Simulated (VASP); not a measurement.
# O (Fmmm) in VASP: further runs, part 4 of 4

VASP 6.6.1. Earlier steps stand in the parts before.

## Step 6: Electric field gradients, PBE (10.63 Å³/atom)

This run uses another cell than the first one, of 10.63 Å³/atom.

File INCAR:

```
  PREC = Accurate
  ENCUT = 520
  EDIFF = 1E-8
  ISMEAR = -1
  SIGMA = 0.01
  LREAL = F
  LASPH = T
  NELM = 60
  ALGO = Normal
  ISIF = 2
  LWAVE = F
  LCHARG = F
  GGA = PE
  LEFG = T
  NBANDS = 13
```

File KPOINTS:

```
regular mesh
0
Gamma
  12 12 12
```

File POSCAR:

```
O
1.0
    0.0000000000      2.1215076915      3.3670019701
    1.4881406827      0.0000000000      3.3670019701
    1.4881406827      2.1215076915      0.0000000000
O
2
Direct
    0.0871000000      0.0871000000      0.9129000000
    0.9129000000      0.9129000000      0.0871000000
```

Potentials or basis: VASP PAW PBE potentials, release 64 (O).

The run is started by

```console
cat potpaw_PBE.64/O/POTCAR > POTCAR
mpirun -np 1 vasp_std > vasp.out
```

OUTCAR:

```text
PREC = Accurate
   ENCUT = 520
   EDIFF = 1E-8
   ISMEAR = -1
   LREAL = F
   LASPH = T
   NELM = 60
   ISIF = 2
   GGA = PE

 ion  position               nearest neighbor table
   1  0.087  0.087  0.913-   2 1.17
   2  0.913  0.913  0.087-   1 1.17

  LATTYP: Found a face centered orthorhombic cell.
 ALAT       =     2.9762813654
 B/A-ratio  =     1.4256096323
 C/A-ratio  =     2.2625562282

  Lattice vectors:

 A1 = (   0.0000000000,   2.1215076915,   3.3670019701)
 A2 = (   1.4881406827,   0.0000000000,   3.3670019701)
 A3 = (   1.4881406827,   2.1215076915,   0.0000000000)

Analysis of symmetry for initial positions (statically):
=====================================================================
 Subroutine PRICEL returns:
 Original cell was already a primitive cell.

 Routine SETGRP: Setting up the symmetry group for a
 face centered orthorhombic supercell.

[... 572 lines left out ...]
  volume of cell :       21.26
      direct lattice vectors                 reciprocal lattice vectors
     0.000000000  2.121507692  3.367001970    -0.335989739  0.235681446  0.148500062
     1.488140683  0.000000000  3.367001970     0.335989739 -0.235681446  0.148500062
     1.488140683  2.121507692  0.000000000     0.335989739  0.235681446 -0.148500062

 POSITION                                       TOTAL-FORCE (eV/Angst)
 -----------------------------------------------------------------------------------
      1.48814      2.12151      0.58653         0.000000      0.000000      4.908815
      1.48814      2.12151      6.14747         0.000000      0.000000     -4.908815
 -----------------------------------------------------------------------------------
    total drift:                                0.000000      0.000000      0.000000

  FREE ENERGIE OF THE ION-ELECTRON SYSTEM (eV)
  ---------------------------------------------------
  free  energy   TOTEN  =        -9.3564924323 eV

  energy  without entropy=       -9.3560124612  energy(sigma->0) =       -9.35625245

 Electric field gradients (V/A^2)
---------------------------------------------------------------------
 ion       V_xx      V_yy      V_zz      V_xy      V_xz      V_yz
---------------------------------------------------------------------
   1     -63.575   -52.224   115.799     0.001     0.003     0.003
   2     -63.575   -52.224   115.799     0.001     0.003     0.003
---------------------------------------------------------------------

 Electric field gradients after diagonalization (V/A^2)
 (convention: |V_zz| > |V_xx| > |V_yy|)
----------------------------------------------------------------------
 ion       V_xx      V_yy      V_zz     asymmetry (V_yy - V_xx)/ V_zz
----------------------------------------------------------------------
   1     -63.575   -52.224   115.799       0.098
   2     -63.575   -52.224   115.799       0.098
----------------------------------------------------------------------

           NMR quadrupolar parameters

 Cq : quadrupolar parameter    Cq=e*Q*V_zz/h
 eta: asymmetry parameters     (V_yy - V_xx)/ V_zz
 Q  : nuclear electric quadrupole moment in mb (millibarn)
----------------------------------------------------------------------
 ion       Cq(MHz)       eta       Q (mb)
----------------------------------------------------------------------
   1       0.280       0.098       1.000
   2       0.280       0.098       1.000
----------------------------------------------------------------------
```

OSZICAR:

```text
N       E                     dE             d eps       ncg     rms          rms(c)
DAV:   1     0.355356921433E+02    0.35536E+02   -0.64762E+03  7506   0.862E+02
DAV:   2    -0.850168951078E+01   -0.44037E+02   -0.42401E+02  9205   0.185E+02
DAV:   3    -0.969243398619E+01   -0.11907E+01   -0.11800E+01  8230   0.272E+01
DAV:   4    -0.969558040602E+01   -0.31464E-02   -0.31464E-02  8325   0.168E+00
DAV:   5    -0.969559161067E+01   -0.11205E-04   -0.11205E-04  8301   0.928E-02    0.468E+00
DAV:   6    -0.941506963795E+01    0.28052E+00   -0.25302E-01  8135   0.460E+00    0.244E+00
DAV:   7    -0.935382811296E+01    0.61242E-01   -0.22733E-01  8505   0.423E+00    0.497E-01
DAV:   8    -0.935644319564E+01   -0.26151E-02   -0.15305E-02  7555   0.107E+00    0.807E-02
DAV:   9    -0.935648553667E+01   -0.42341E-04   -0.19632E-04  8690   0.127E-01    0.283E-02
DAV:  10    -0.935649508226E+01   -0.95456E-05   -0.23537E-05  7555   0.486E-02    0.704E-03
DAV:  11    -0.935649370253E+01    0.13797E-05   -0.40544E-06  7905   0.186E-02    0.529E-03
DAV:  12    -0.935649266794E+01    0.10346E-05   -0.84573E-07  8085   0.863E-03    0.991E-04
DAV:  13    -0.935649242818E+01    0.23977E-06   -0.10662E-07  7640   0.282E-03    0.172E-04
DAV:  14    -0.935649243234E+01   -0.41664E-08   -0.13454E-09  4700   0.347E-04
   1 F= -.93564924E+01 E0= -.93562524E+01  d E =-.479971E-03
```

stdout:

```text
POSCAR found type information on POSCAR O
 POSCAR found :  1 types and       2 ions
 scaLAPACK will be used
 LDA part: xc-table for (Slater+PW92), standard interpolation
 POSCAR, INCAR and KPOINTS ok, starting setup
 FFT: planning ... GRIDC
 FFT: planning ... GRID_SOFT
 FFT: planning ... GRID
 WAVECAR not read
 entering main loop
ion   1

ion   2
```

Wall time 48 s (1 thread of Intel Xeon Platinum 8488C (Sapphire Rapids), shared host); peak memory 0.18 GiB.

What came out:

```yaml
Free_energy: -9.3565 eV
Pressure: 14.8 GPa
Largest_force: 4.909 eV/Å
Band_gap_on_the_k_mesh: zero (bands 6 and 7 overlap by 1.70 eV)
Largest_electric_field_gradient_by_atom: O +115.8 V/Å²
```

Forces in eV/Å, atoms in the order of the input:
```
O    0.000  0.000  4.909
O    0.000  0.000 -4.909
```

Stress tensor (GPa, compression positive):
```
-1.79  0.00  0.00
 0.00 -6.50  0.00
 0.00  0.00 52.80
```

Electric field gradients, principal values (V/Å²):
```
atom    least   middle  greatest (by size)
 1 O  -52.224  -63.575             115.799
 2 O  -52.224  -63.575             115.799
```

Caveat: the standard files for N, O and F lose accuracy on very short bonds; spin is off for a triplet molecule; the cell stands under pressure; this functional lacks dispersion, which holds the molecules together, so the pressure and a relaxed volume are unreliable; without QUAD_EFG the Cq values of the log hold for a quadrupole moment of 1 mb, not for the nuclei; forces of over 1 eV/Å act on the atoms, so gaps and moduli don't describe the material at rest.

## Step 7: Summary

| cell | gap on the mesh (eV) | pressure (GPa) | largest force (eV/Å) |
| --- | --- | --- | --- |
| a = 3.900, b = 3.608, c = 2.540 Å, angles 76.6, 64.1, 39.3°, 2 atoms | none | 25.9 | 7.60 |
| a = 3.927, b = 3.632, c = 2.557 Å, angles 76.6, 64.1, 39.3°, 2 atoms | none | 21.8 | 6.64 |
| a = 3.953, b = 3.657, c = 2.574 Å, angles 76.6, 64.1, 39.3°, 2 atoms | none | 18.2 | 5.74 |
| a = 3.980, b = 3.681, c = 2.591 Å, angles 76.6, 64.1, 39.3°, 2 atoms | none | 14.8 | 4.91 |

Alike in all rows: task electric field gradients; level PBE; potentials or basis VASP PAW PBE potentials, release 64 (O); no spin polarisation; k mesh 12 × 12 × 12; cutoff (eV) 520; smearing fermi-dirac 0.01 eV.

Caveats: the standard files for N, O and F lose accuracy on very short bonds; spin is off for a triplet molecule; the cell stands under pressure; this functional lacks dispersion, which holds the molecules together, so the pressure and a relaxed volume are unreliable; forces of over 1 eV/Å act on the atoms, so gaps and moduli don't describe the material at rest.

Total energies depend on the potentials used, so only differences within one code and one set of settings carry meaning.
